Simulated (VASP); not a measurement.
Here is a VASP 6.6.1 calculation.

INCAR

```
SYSTEM = MgI2
PREC     = Accurate       ! precision mode
ENCUT    = 520            ! plane-wave cutoff, eV
EDIFF    = 1E-6           ! SCF threshold, eV
ISMEAR   = 0              ! smearing method
SIGMA    = 0.05           ! smearing width, eV
LREAL    = .FALSE.        ! projectors in reciprocal space
LASPH    = .TRUE.         ! aspherical terms in the spheres
NELM     = 60             ! most SCF steps
ALGO     = Normal         ! electronic algorithm
ISIF     = 2              ! what is computed and relaxed
LWAVE    = .FALSE.        ! write WAVECAR
LCHARG   = .FALSE.        ! write CHGCAR
GGA      = PE             ! functional
NBANDS   = 15             ! bands
```

Contents of KPOINTS:

```
Automatic mesh
0
G
  6 6 4
  0 0 0
```

Contents of POSCAR:

```
MgI2
1.0
    4.1154617896      0.0000000000      0.0000000000
   -2.0577308948      3.5640944581      0.0000000000
    0.0000000000      0.0000000000      7.6413829923
Mg I
1 2
Direct
    0.0000000000      0.0000000000      0.0000000000
    0.3333333333      0.6666666667      0.7705052557
    0.6666666667      0.3333333333      0.2294947443
```

Potentials or basis: VASP PAW PBE potentials, release 64 (Mg, I).

Run with:

```sh
$ cat potpaw_PBE.64/Mg/POTCAR potpaw_PBE.64/I/POTCAR > POTCAR
$ mpirun -np 1 vasp_std > vasp.out
```

What does it give for the band gap on the k mesh?

3.40 eV, indirect (least direct gap 3.57 eV).

What does it give for the pressure?

0.1 GPa.

Forces on the atoms (eV/Å):
```
Mg   0.000  0.000  0.000
I    0.000  0.000  0.257
I    0.000  0.000 -0.257
```

Caveat: spin-orbit coupling is left out, which moves the levels of the heavy elements; this functional lacks dispersion, which binds the layers, so the pressure and a relaxed spacing across them are unreliable. Expect the measured gap to be larger: semilocal functionals such as PBE lack the derivative discontinuity.
